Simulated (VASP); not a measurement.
# GaSb (F-43m) in VASP: settings compared

Aim: see how the results for GaSb move with the level of theory and the settings. Levels: LDA, PBE0. Tasks: single point.

All numbers are computed with VASP 6.6.1; they aren't measurements. Logs are shortened: lines on timing, memory, paths and dates and some standing lists are left out, and cuts for length are marked.

### Step 1. The cell of the first run

The structure is cubic, space group F-43m (No. 216). Conventional cell: a = 6.238 Å, b = 6.238 Å, c = 6.238 Å, α = 90.00°, β = 90.00°, γ = 90.00°. Within 3.6 Å of Sb (site symmetry -43m) lie 4 Ga at 2.70 Å. Within 3.6 Å of Ga (site symmetry -43m) lie 4 Sb at 2.70 Å.

### Step 2. Single point, LDA

Input file INCAR:

```
ALGO = Normal
EDIFF = 1E-6
ENCUT = 500
GGA = CA
GGA_COMPAT = False
ISIF = 2
ISMEAR = -1
LASPH = True
LCHARG = False
LREAL = False
LWAVE = False
NBANDS = 21
NELM = 120
PREC = Accurate
SIGMA = 0.05
```

Input file KPOINTS:

```
k-points
0
Gamma
  8 8 8
```

Input file POSCAR:

```
GaSb
1.0
    0.0000000000      3.1189956238      3.1189956238
    3.1189956238      0.0000000000      3.1189956238
    3.1189956238      3.1189956238      0.0000000000
Sb Ga
1 1
Direct
    0.7500000000      0.7500000000      0.7500000000
    0.0000000000      0.0000000000      0.0000000000
```

Potentials or basis: VASP PAW LDA potentials, release 64 (Sb_d_GW, Ga_d).

Started as:

```
cat potpaw_LDA.64/Sb_d_GW/POTCAR potpaw_LDA.64/Ga_d/POTCAR > POTCAR
mpirun -np 1 vasp_std > vasp.out
```

OUTCAR:

```text
EDIFF = 1E-6
   ENCUT = 500
   GGA = CA
   ISIF = 2
   ISMEAR = -1
   LASPH = True
   LREAL = False
   NELM = 120
   PREC = Accurate

 ion  position               nearest neighbor table
   1  0.750  0.750  0.750-   2 2.70   2 2.70   2 2.70   2 2.70
   2  0.000  0.000  0.000-   1 2.70   1 2.70   1 2.70   1 2.70

  LATTYP: Found a face centered cubic cell.
 ALAT       =     6.2379912476

  Lattice vectors:

 A1 = (   0.0000000000,   3.1189956238,   3.1189956238)
 A2 = (   3.1189956238,   0.0000000000,   3.1189956238)
 A3 = (   3.1189956238,   3.1189956238,   0.0000000000)

Analysis of symmetry for initial positions (statically):
=====================================================================
 Subroutine PRICEL returns:
 Original cell was already a primitive cell.

 Routine SETGRP: Setting up the symmetry group for a
 face centered cubic supercell.

 Subroutine GETGRP returns: Found 24 space group operations
 (whereof 24 operations were pure point group operations)
 out of a pool of 48 trial point group operations.

The static configuration has the point symmetry T_d .

Analysis of symmetry for dynamics (positions and initial velocities):
=====================================================================
 Subroutine PRICEL returns:
 Original cell was already a primitive cell.

 Routine SETGRP: Setting up the symmetry group for a
 face centered cubic supercell.

 Subroutine GETGRP returns: Found 24 space group operations
 (whereof 24 operations were pure point group operations)
 out of a pool of 48 trial point group operations.

The dynamic configuration has the point symmetry T_d .

 Subroutine INISYM returns: Found 24 space group operations
 (whereof 24 operations are pure point group operations),
 and found     1 'primitive' translations

----------------------------------------------------------------------------------------

                                     Primitive cell

  volume of cell :      60.6840

  direct lattice vectors                    reciprocal lattice vectors
     0.000000000  3.118995624  3.118995624    -0.160308016  0.160308016  0.160308016
     3.118995624  0.000000000  3.118995624     0.160308016 -0.160308016  0.160308016
     3.118995624  3.118995624  0.000000000     0.160308016  0.160308016 -0.160308016

[... 76 lines left out ...]
   ICHARG =      2    charge: 1-file 2-atom 10-const
   ISPIN  =      1    spin polarized calculation?
   LNONCOLLINEAR =      F non collinear calculations
   LSORBIT =      F    spin-orbit coupling
   LASPH  =      T    aspherical Exc in radial PAW
   ENCUT  =  500.0 eV  36.75 Ry    6.06 a.u.   8.04  8.04  8.04*2*pi/ulx,y,z
   NELM   =    120;   NELMIN=  2; NELMDL= -5     # of ELM steps
   EDIFF  = 0.1E-05   stopping-criterion for ELM
   LREAL  =      F    real-space projection
   EDIFFG = 0.1E-04   stopping-criterion for IOM
   NSW    =      0    number of steps for IOM
   IBRION =     -1    ionic relax: 0-MD 1-quasi-New 2-CG
   NFREE  =      0    steps in history (QN), initial steepest desc. (CG)
   ISIF   =      2    stress and relaxation
   ISYM   =      2    0-nonsym 1-usesym 2-fastsym
   POTIM  = 0.5000    time-step for ionic-motion
   TEBEG  =    0.0;   TEEND  =   0.0 temperature during run
   PSTRESS=    0.0 pullay stress
   NELECT =      28.0000    total number of electrons
   NUPDOWN=      -1.0000    fix difference up-down
   EMIN   =  10.00;   EMAX   =-10.00  energy-range for DOS
   EFERMI =   0.00;   METHOD = LEGACY
   ISMEAR =    -1;   SIGMA  =   0.05  broadening in eV -4-tet -1-fermi 0-gaus
   EFERMI_NEDOS =   21; number of points for ismear=-14 and -15
   IALGO  =     38    algorithm
   IMIX   =      4    mixing-type and parameters
     AMIX     =   0.40;   BMIX     =  1.00
     AMIX_MAG =   1.60;   BMIX_MAG =  1.00
  volume/ion in A,a.u.               =      30.34       204.76
  Fermi-wavevector in a.u.,A,eV,Ry     =   1.265036  2.390571 21.773608  1.600315
  Thomas-Fermi vector in A             =   2.398310
   LORBIT       =      0    0 simple, 1 ext, 2 COOP (PROOUT), +10 PAW based schemes
   GGA     = CA    functional components
   LHFCALC =     F    Hartree Fock is set to
   AEXX    =    0.0000 exact exchange contribution
   IVDW    =     0    specifies the selected vdW correction
   LEPSILON=     F    determine dielectric tensor
   LRPA    =     F    only Hartree local field effects (RPA)
 non-spin polarized calculation
  energy-cutoff  :      500.00
  volume of cell :       60.68
 maximum number of plane-waves:      1572
   NGX = 17   NGY = 17   NGZ = 17

 number of electron      28.0000032 magnetization

 Free energy of the ion-electron system (eV)
  ---------------------------------------------------
  ext. energy  EPLUGINS =         0.00000000
  ---------------------------------------------------
  free energy    TOTEN  =        -8.60629798 eV

  energy without entropy =       -8.60557285  energy(sigma->0) =       -8.60593541

 E-fermi :   3.1275     XC(G=0):  -9.3665

 val. band max:        3.0993778443   @ k =   0.0000   0.0000   0.0000
 cond. band min:       3.2832943868   @ k =   0.5000   0.0000   0.0000
 fundamental gap:      0.1839165425
 Fermi energy:         3.1274811881

 k-point     1 :       0.0000    0.0000    0.0000
  band No.  band energies     occupation
      1     -25.5181      2.00000
      2     -25.5181      2.00000
      3     -25.5181      2.00000
      4     -25.5015      2.00000
      5     -25.5015      2.00000
      6     -11.9349      2.00000
[... 565 lines left out ...]
     20      12.5970      0.00000
     21      13.0065      0.00000

 [... further k-points ...]

------------------------ aborting loop because EDIFF is reached ----------------------------------------

  FORCE on cell =-STRESS in cart. coord.  units (eV):
  Direction    XX          YY          ZZ          XY          YZ          ZX
  --------------------------------------------------------------------------------------
  -------------------------------------------------------------------------------------
  Total       -1.5451533     -1.5451533     -1.5451533      0.0000000      0.0000000     -0.0000000
  in kB      -40.7950865    -40.7950865    -40.7950865      0.0000000      0.0000000     -0.0000000
  external PRESSURE =     -40.7950865 kB  Pullay stress =       0.0000000 kB

 VOLUME and BASIS-vectors are now :
 -----------------------------------------------------------------------------
  energy-cutoff  :      500.00
  volume of cell :       60.68
      direct lattice vectors                 reciprocal lattice vectors
     0.000000000  3.118995624  3.118995624    -0.160308016  0.160308016  0.160308016
     3.118995624  0.000000000  3.118995624     0.160308016 -0.160308016  0.160308016
     3.118995624  3.118995624  0.000000000     0.160308016  0.160308016 -0.160308016

 POSITION                                       TOTAL-FORCE (eV/Angst)
 -----------------------------------------------------------------------------------
      4.67849      4.67849      4.67849        -0.000000     -0.000000     -0.000000
      0.00000      0.00000      0.00000         0.000000      0.000000      0.000000
 -----------------------------------------------------------------------------------
    total drift:                                0.000000      0.000000      0.000000

  FREE ENERGIE OF THE ION-ELECTRON SYSTEM (eV)
  ---------------------------------------------------
  free  energy   TOTEN  =        -8.6062979756 eV

  energy  without entropy=       -8.6055728540  energy(sigma->0) =       -8.60593541
```

OSZICAR:

```text
N       E                     dE             d eps       ncg     rms          rms(c)
DAV:   1     0.176238599659E+03    0.17624E+03   -0.11266E+04  1638   0.125E+04
DAV:   2     0.121325058222E+02   -0.16411E+03   -0.15882E+03  2140   0.126E+03
DAV:   3    -0.806598668208E+01   -0.20198E+02   -0.20118E+02  2069   0.180E+02
DAV:   4    -0.868974007545E+01   -0.62375E+00   -0.62347E+00  1846   0.217E+01
DAV:   5    -0.871473919911E+01   -0.24999E-01   -0.24994E-01  1597   0.382E+00    0.265E+00
DAV:   6    -0.863857932250E+01    0.76160E-01   -0.88787E-02  1994   0.558E+00    0.158E+00
DAV:   7    -0.860638973926E+01    0.32190E-01   -0.40953E-02  1735   0.464E+00    0.212E-01
DAV:   8    -0.860617549673E+01    0.21424E-03   -0.55318E-03  1676   0.106E+00    0.604E-02
DAV:   9    -0.860628806054E+01   -0.11256E-03   -0.34886E-04  1870   0.437E-01    0.211E-02
DAV:  10    -0.860629712460E+01   -0.90641E-05   -0.31470E-05  1737   0.837E-02    0.814E-03
DAV:  11    -0.860629797559E+01   -0.85100E-06   -0.36756E-06  1311   0.439E-02
   1 F= -.86062980E+01 E0= -.86059354E+01  d E =-.725122E-03
```

It took 18 s on 1 thread of AMD EPYC 9R45 (Zen 5), shared host; peak memory 0.16 GiB.

What came out:

| Item | Value |
| --- | --- |
| Free energy | -8.6063 eV |
| Pressure | -4.1 GPa |
| Band gap on the k mesh | zero (filled and empty bands touch) |

Levels at points of the mesh, in eV from the Fermi level:
```csv
k point,band 11,band 12,band 13,band 14,band 15,band 16,band 17,band 18
"(0.00, 0.00, 0.00)",-11.16,-0.56,-0.03,-0.03,-0.03,2.75,2.75,2.75
"(0.50, 0.00, 0.00)",-9.68,-6.15,-1.09,-1.09,0.16,3.70,3.70,6.32
"(0.50, 0.50, 0.00)",-8.95,-6.61,-2.40,-2.40,0.86,1.24,8.22,8.22
```

Caveat: the cell stands under tension; semilocal functionals underestimate gaps, and a narrow one can read as zero; spin-orbit coupling is left out, which moves the levels of the heavy elements.

### Step 3. Single point, LDA

This run uses another cell than the first one, of 29.77 Å³/atom.

Input file INCAR:

```
PREC = Accurate
ENCUT = 500
EDIFF = 1E-6
ISMEAR = -1
SIGMA = 0.05
LREAL = False
LASPH = True
NELM = 120
ALGO = Normal
ISIF = 2
LWAVE = False
LCHARG = False
NBANDS = 21
GGA_COMPAT = False
```

Input file KPOINTS:

```
regular mesh
0
Gamma
  8 8 8
```

Input file POSCAR:

```
GaSb
1.0
    0.0000000000      3.0992546163      3.0992546163
    3.0992546163      0.0000000000      3.0992546163
    3.0992546163      3.0992546163      0.0000000000
Sb Ga
1 1
Direct
    0.7500000000      0.7500000000      0.7500000000
    0.0000000000      0.0000000000      0.0000000000
```

Potentials or basis: VASP PAW LDA potentials, release 64 (Sb_d_GW, Ga_d).

Started as:

```
cat potpaw_LDA.64/Sb_d_GW/POTCAR potpaw_LDA.64/Ga_d/POTCAR > POTCAR
mpirun -np 1 vasp_std > vasp.out
```

Wall time 9.7 s (1 thread of Intel Xeon 6975P-C (Granite Rapids), shared host); peak memory 0.18 GiB.

The run converged. Its results:

| Item | Value |
| --- | --- |
| Free energy | -8.6326 eV |
| Pressure | -3.4 GPa |
| Band gap on the k mesh | zero (filled and empty bands touch) |

Levels at points of the mesh, in eV from the Fermi level:
| k point | band 11 | band 12 | band 13 | band 14 | band 15 | band 16 | band 17 | band 18 |
| --- | --- | --- | --- | --- | --- | --- | --- | --- |
| (0.00, 0.00, 0.00) | -11.29 | -0.44 | -0.03 | -0.03 | -0.03 | 2.74 | 2.74 | 2.74 |
| (0.50, 0.00, 0.00) | -9.77 | -6.24 | -1.12 | -1.12 | 0.19 | 3.70 | 3.70 | 6.31 |
| (0.50, 0.50, 0.00) | -9.00 | -6.70 | -2.47 | -2.47 | 0.84 | 1.21 | 8.34 | 8.34 |

Caveat: the cell stands under tension; semilocal functionals underestimate gaps, and a narrow one can read as zero; spin-orbit coupling is left out, which moves the levels of the heavy elements.

### Step 4. Single point, LDA

This run uses another cell than the first one, of 29.20 Å³/atom.

Input file INCAR:

```
SYSTEM = GaSb
PREC = Accurate ; ENCUT = 500
EDIFF = 1E-6 ; ISMEAR = -1
SIGMA = 0.05 ; LREAL = .False.
LASPH = .True. ; NELM = 120
ALGO = Normal ; ISIF = 2
LWAVE = .False. ; LCHARG = .False.
NBANDS = 21 ; GGA_COMPAT = .False.
```

Input file KPOINTS:

```
Automatic mesh
0
Gamma
  8 8 8
  0 0 0
```

Input file POSCAR:

```
GaSb
1.0
    0.0000000000      3.0792588685      3.0792588685
    3.0792588685      0.0000000000      3.0792588685
    3.0792588685      3.0792588685      0.0000000000
Sb Ga
1 1
Direct
    0.7500000000      0.7500000000      0.7500000000
    0.0000000000      0.0000000000      0.0000000000
```

Started as:

```
cat potpaw_LDA.64/Sb_d_GW/POTCAR potpaw_LDA.64/Ga_d/POTCAR > POTCAR
mpirun -np 1 vasp_std > vasp.out
```

Run time: 19 s. Hardware: 1 thread of Intel Xeon Platinum 8488C (Sapphire Rapids), shared host; peak memory 0.18 GiB.

Results (log left out):

```yaml
Free_energy: -8.6536 eV
Pressure: -2.6 GPa
Band_gap_on_the_k_mesh: zero (filled and empty bands touch)
```

Levels at points of the mesh, in eV from the Fermi level:
```
           k point  band 12  band 13  band 14  band 15  band 16  band 17
(0.00, 0.00, 0.00)    -0.31    -0.04    -0.04    -0.04     2.74     2.74
(0.50, 0.00, 0.00)    -6.34    -1.16    -1.16     0.22     3.70     3.70
(0.50, 0.50, 0.00)    -6.78    -2.54    -2.54     0.83     1.17     8.46
```

Caveat: semilocal functionals underestimate gaps, and a narrow one can read as zero; spin-orbit coupling is left out, which moves the levels of the heavy elements.

[end of part 1 of 2]

The gap in the log of VASP goes by the Fermi energy; the results here count the filled bands.